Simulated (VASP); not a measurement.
# ZnS (P6_3mc) in VASP: further runs

Aim: see how the results for ZnS move with the level of theory and the settings. Levels: PBE, PBEsol, LDA. Tasks: relaxation of cell and atoms.

All numbers are computed with VASP 6.6.1; they aren't measurements. Logs are shortened: lines on timing, memory, paths and dates and some standing lists are left out, and cuts for length are marked.

## Step 1: The cell of the first run

The structure is hexagonal, space group P6_3mc (No. 186). The conventional cell has a = 3.811 Å, b = 3.811 Å, c = 6.234 Å, α = 90.00°, β = 90.00°, γ = 120.00°. Zn (site symmetry 3m) has 4 S at 2.31 to 2.40 Å within 3.1 Å. S (site symmetry 3m) has 4 Zn at 2.31 to 2.40 Å within 3.1 Å.

## Step 2: Relaxation of cell and atoms, PBE

INCAR reads:

```
PREC = Accurate ; ENCUT = 600
EDIFF = 1E-7 ; ISMEAR = -1
SIGMA = 0.02 ; LREAL = F
LASPH = T ; NELM = 60
ALGO = Normal ; ISIF = 3
LWAVE = F ; LCHARG = F
GGA = PE ; IBRION = 2
NSW = 80 ; EDIFFG = -0.005
```

KPOINTS reads:

```
regular mesh
0
Gamma
  12 12 4
```

POSCAR reads:

```
ZnS
1.0
    3.8110000000      0.0000000000      0.0000000000
   -1.9055000000      3.3004228138      0.0000000000
    0.0000000000      0.0000000000      6.2340000000
Zn S
2 2
Direct
    0.3333333333      0.6666666667      0.0000000000
    0.6666666667      0.3333333333      0.5000000000
    0.3333333333      0.6666666667      0.3850000000
    0.6666666667      0.3333333333      0.8850000000
```

Potentials or basis: VASP PAW PBE potentials, release 64 (Zn, S).

Started as:

```
> cat potpaw_PBE.64/Zn/POTCAR potpaw_PBE.64/S/POTCAR > POTCAR
> mpirun -np 1 vasp_std > vasp.out
```

OUTCAR:

```text
PREC = Accurate
   ENCUT = 600
   EDIFF = 1E-7
   ISMEAR = -1
   LREAL = F
   LASPH = T
   NELM = 60
   ISIF = 3
   GGA = PE
   IBRION = 2
   NSW = 80
   EDIFFG = -0.005

 ion  position               nearest neighbor table
   1  0.333  0.667  0.000-   4 2.31   4 2.31   4 2.31   3 2.40
   2  0.667  0.333  0.500-   3 2.31   3 2.31   3 2.31   4 2.40
   3  0.333  0.667  0.385-   2 2.31   2 2.31   2 2.31   1 2.40
   4  0.667  0.333  0.885-   1 2.31   1 2.31   1 2.31   2 2.40

  LATTYP: Found a hexagonal cell.
 ALAT       =     3.8110000000
 C/A-ratio  =     1.6357911309

  Lattice vectors:

 A1 = (   3.8110000000,   0.0000000000,   0.0000000000)
 A2 = (  -1.9055000000,   3.3004228138,   0.0000000000)
 A3 = (   0.0000000000,   0.0000000000,   6.2340000000)

Analysis of symmetry for initial positions (statically):
=====================================================================
 Subroutine PRICEL returns:
 Original cell was already a primitive cell.

 Routine SETGRP: Setting up the symmetry group for a
 hexagonal supercell.

 Subroutine GETGRP returns: Found 12 space group operations
 (whereof  6 operations were pure point group operations)
 out of a pool of 24 trial point group operations.

The static configuration has the point symmetry C_3v.
 The point group associated with its full space group is C_6v.

Analysis of symmetry for dynamics (positions and initial velocities):
=====================================================================
 Subroutine PRICEL returns:
 Original cell was already a primitive cell.

 Routine SETGRP: Setting up the symmetry group for a
 hexagonal supercell.

 Subroutine GETGRP returns: Found 12 space group operations
 (whereof  6 operations were pure point group operations)
 out of a pool of 24 trial point group operations.

The dynamic configuration has the point symmetry C_3v.
 The point group associated with its full space group is C_6v.

 Subroutine INISYM returns: Found 12 space group operations
 (whereof  6 operations are pure point group operations),
 and found     1 'primitive' translations

----------------------------------------------------------------------------------------

                                     Primitive cell

  volume of cell :      78.4107

  direct lattice vectors                    reciprocal lattice vectors
     3.811000000  0.000000000  0.000000000     0.262398321  0.151495741  0.000000000
    -1.905500000  3.300422814  0.000000000     0.000000000  0.302991482  0.000000000
     0.000000000  0.000000000  6.234000000     0.000000000  0.000000000  0.160410651

  length of vectors
     3.811000000  3.811000000  6.234000000     0.302991482  0.302991482  0.160410651

  position of ions in fractional coordinates (direct lattice)
     0.333333333  0.666666667  0.000000000
     0.666666667  0.333333333  0.500000000
     0.333333333  0.666666667  0.385000000
     0.666666667  0.333333333  0.885000000

  ion indices of the primitive-cell ions
   primitive index   ion index
                 1           1
                 2           2
                 3           3
                 4           4

----------------------------------------------------------------------------------------

 KPOINTS: regular mesh

Automatic generation of k-mesh.
 Grid dimensions read from file:
 generate k-points for:   12   12    4

 Generating k-lattice:

  Cartesian coordinates                     Fractional coordinates (reciprocal lattice)
     0.021866527  0.012624645  0.000000000     0.083333333  0.000000000  0.000000000
     0.000000000  0.025249290  0.000000000     0.000000000  0.083333333  0.000000000
     0.000000000  0.000000000  0.040102663     0.000000000  0.000000000  0.250000000

  Length of vectors
     0.025249290  0.025249290  0.040102663

  Shift w.r.t. Gamma in fractional coordinates (k-lattice)
     0.000000000  0.000000000  0.000000000

 Subroutine IBZKPT returns following result:
 ===========================================

 Found     57 irreducible k-points:

 Following reciprocal coordinates:
            Coordinates               Weight
  0.000000  0.000000  0.000000      1.000000
  0.083333  0.000000  0.000000      6.000000
  0.166667 -0.000000  0.000000      6.000000
  0.250000  0.000000  0.000000      6.000000
  0.333333  0.000000  0.000000      6.000000
  0.416667  0.000000  0.000000      6.000000
[... 16 lines left out ...]
  0.250000  0.000000  0.250000     12.000000
  0.333333  0.000000  0.250000     12.000000
 [... further k-points ...]
   k-points           NKPTS =     57   k-points in BZ     NKDIM =     57   number of bands    NBANDS=     22
   number of dos      NEDOS =    301   number of ions     NIONS =      4
   total plane-waves  NPLWV =  45000
   dimension x,y,z NGX =    30 NGY =   30 NGZ =   50
   dimension x,y,z NGXF=    60 NGYF=   60 NGZF=  100
   ions per type =               2   2
   NGX,Y,Z   is equivalent  to a cutoff of  13.09, 13.09, 13.33 a.u.
   NGXF,Y,Z  is equivalent  to a cutoff of  26.17, 26.17, 26.67 a.u.
 SYSTEM =  unknown system
   PREC   = accura    normal or accurate (medium, high low for compatibility)
   ISTART =      0    job   : 0-new  1-cont  2-samecut
   ICHARG =      2    charge: 1-file 2-atom 10-const
   ISPIN  =      1    spin polarized calculation?
   LNONCOLLINEAR =      F non collinear calculations
   LSORBIT =      F    spin-orbit coupling
   LASPH  =      T    aspherical Exc in radial PAW
   ENCUT  =  600.0 eV  44.10 Ry    6.64 a.u.   7.61  7.61 12.45*2*pi/ulx,y,z
   NELM   =     60;   NELMIN=  2; NELMDL= -5     # of ELM steps
   EDIFF  = 0.1E-06   stopping-criterion for ELM
   LREAL  =      F    real-space projection
   EDIFFG = -.5E-02   stopping-criterion for IOM
   NSW    =     80    number of steps for IOM
   IBRION =      2    ionic relax: 0-MD 1-quasi-New 2-CG
   NFREE  =      1    steps in history (QN), initial steepest desc. (CG)
   ISIF   =      3    stress and relaxation
   ISYM   =      2    0-nonsym 1-usesym 2-fastsym
   POTIM  = 0.5000    time-step for ionic-motion
   TEBEG  =    0.0;   TEEND  =   0.0 temperature during run
   PSTRESS=    0.0 pullay stress
   NELECT =      36.0000    total number of electrons
   NUPDOWN=      -1.0000    fix difference up-down
   EMIN   =  10.00;   EMAX   =-10.00  energy-range for DOS
   EFERMI =   0.00;   METHOD = LEGACY
   ISMEAR =    -1;   SIGMA  =   0.02  broadening in eV -4-tet -1-fermi 0-gaus
   EFERMI_NEDOS =   21; number of points for ismear=-14 and -15
   IALGO  =     38    algorithm
   IMIX   =      4    mixing-type and parameters
     AMIX     =   0.40;   BMIX     =  1.00
     AMIX_MAG =   1.60;   BMIX_MAG =  1.00
  volume/ion in A,a.u.               =      19.60       132.29
  Fermi-wavevector in a.u.,A,eV,Ry     =   1.262943  2.386617 21.701647  1.595026
  Thomas-Fermi vector in A             =   2.396326
   LORBIT       =      0    0 simple, 1 ext, 2 COOP (PROOUT), +10 PAW based schemes
   GGA     = PE    functional components
   LHFCALC =     F    Hartree Fock is set to
   AEXX    =    0.0000 exact exchange contribution
   IVDW    =     0    specifies the selected vdW correction
   LEPSILON=     F    determine dielectric tensor
   LRPA    =     F    only Hartree local field effects (RPA)
 conjugate gradient relaxation of ions
 non-spin polarized calculation
  energy-cutoff  :      600.00
  volume of cell :       78.41
 maximum number of plane-waves:      2647
   NGX = 15   NGY = 15   NGZ = 25

--------------------------------------- Ionic step        1  -------------------------------------------

 number of electron      36.0000045 magnetization

 Free energy of the ion-electron system (eV)
  ---------------------------------------------------
  ext. energy  EPLUGINS =         0.00000000
  ---------------------------------------------------
  free energy    TOTEN  =       -13.65420782 eV

  energy without entropy =      -13.65420782  energy(sigma->0) =      -13.65420782

------------------------ aborting loop because EDIFF is reached ----------------------------------------

  FORCE on cell =-STRESS in cart. coord.  units (eV):
  Direction    XX          YY          ZZ          XY          YZ          ZX
  --------------------------------------------------------------------------------------
  -------------------------------------------------------------------------------------
  Total        1.5564187      1.5564187      0.5476531      0.0000000     -0.0000000     -0.0000000
  in kB       31.8025316     31.8025316     11.1902756      0.0000000     -0.0000000     -0.0000000
  external PRESSURE =      24.9317796 kB  Pullay stress =       0.0000000 kB
[... 289 lines left out ...]
  energy  without entropy=      -13.6932883658  energy(sigma->0) =      -13.69328837

--------------------------------------- Ionic step        9  -------------------------------------------

 number of electron      36.0000017 magnetization

 Free energy of the ion-electron system (eV)
  ---------------------------------------------------
  ext. energy  EPLUGINS =         0.00000000
  ---------------------------------------------------
  free energy    TOTEN  =       -13.69334692 eV

  energy without entropy =      -13.69334692  energy(sigma->0) =      -13.69334692

 E-fermi :   2.2835     XC(G=0):  -9.5061

 val. band max:        1.8933186016   @ k =   0.0000   0.0000   0.0000
 cond. band min:       3.9661544008   @ k =   0.0000   0.0000   0.0000
 fundamental gap:      2.0728357992
 Fermi energy:         2.2834563027

 k-point     1 :       0.0000    0.0000    0.0000
  band No.  band energies     occupation
      1     -11.0990      2.00000
      2     -10.2143      2.00000
      3      -4.3536      2.00000
      4      -4.3429      2.00000
      5      -4.3429      2.00000
      6      -4.2653      2.00000
[... 574 lines left out ...]
      6      -4.1364      2.00000
[... 14 lines left out ...]
     21       7.6176      0.00000
     22       8.0238      0.00000

 [... further k-points ...]

------------------------ aborting loop because EDIFF is reached ----------------------------------------

  FORCE on cell =-STRESS in cart. coord.  units (eV):
  Direction    XX          YY          ZZ          XY          YZ          ZX
  --------------------------------------------------------------------------------------
  -------------------------------------------------------------------------------------
  Total        0.0027401      0.0027401     -0.0103362      0.0000000      0.0000000      0.0000000
  in kB        0.0542560      0.0542560     -0.2046630      0.0000000      0.0000000      0.0000000
  external PRESSURE =      -0.0320503 kB  Pullay stress =       0.0000000 kB
[... 19 lines left out ...]
  FREE ENERGIE OF THE ION-ELECTRON SYSTEM (eV)
  ---------------------------------------------------
  free  energy   TOTEN  =       -13.6933469243 eV

  energy  without entropy=      -13.6933469243  energy(sigma->0) =      -13.69334692

 reached required accuracy - stopping structural energy minimisation
```

It took 5 min on 1 thread of Intel Xeon 6975P-C (Granite Rapids), shared host; peak memory 0.27 GiB.

Results:

* Free energy: -13.6933 eV
* Relaxed volume: 20.23 Å³/atom
* Relaxed cell: a = 3.848 Å, b = 3.848 Å, c = 6.310 Å, α = 90.00°, β = 90.00°, γ = 120.00°
* Space group after relaxing (to 0.1 Å): P6_3mc (No. 186)
* Energy gained by relaxing: 9.8 meV/atom
* Ionic steps: 9
* Pressure after relaxing: 0.0 GPa
* Largest force after relaxing: 0.004 eV/Å
* Band gap on the k mesh: 2.07 eV

Forces in eV/Å, atoms in the order of the input:
```
Zn   0.000  0.000  0.004
Zn   0.000  0.000  0.004
S    0.000  0.000 -0.004
S    0.000  0.000 -0.004
```

Step by step:
| step | energy change (eV) | largest force (eV/Å) | pressure (GPa) | volume (Å³) |
| --- | --- | --- | --- | --- |
| 1 | 0.0000 | 0.3225 | 2.49 | 78.41 |
| 2 | -0.0315 | 0.0914 | -0.81 | 81.92 |
| 3 | -0.0329 | 0.1288 | -0.26 | 81.30 |
| 4 | -0.0328 | 0.1252 | -0.34 | 81.36 |
| 5 | -0.0361 | 0.0672 | -0.14 | 81.10 |
| 6 | -0.0375 | 0.0014 | 0.08 | 80.84 |
| 7 | -0.0390 | 0.0134 | 0.02 | 80.88 |
| 8 | -0.0391 | 0.0178 | 0.01 | 80.90 |
| 9 | -0.0391 | 0.0044 | 0.00 | 80.92 |

Final structure:
```xyz
4
Lattice="3.8479 0.0000 0.0000 -1.9240 3.3324 0.0000 0.0000 0.0000 6.3103" Properties=species:S:1:pos:R:3 pbc="T T T"
Zn    0.0000    2.2216    0.0326
Zn    1.9240    1.1108    3.1878
S     0.0000    2.2216    2.3968
S     1.9240    1.1108    5.5520
```

(Continued in part 2 of 2.)
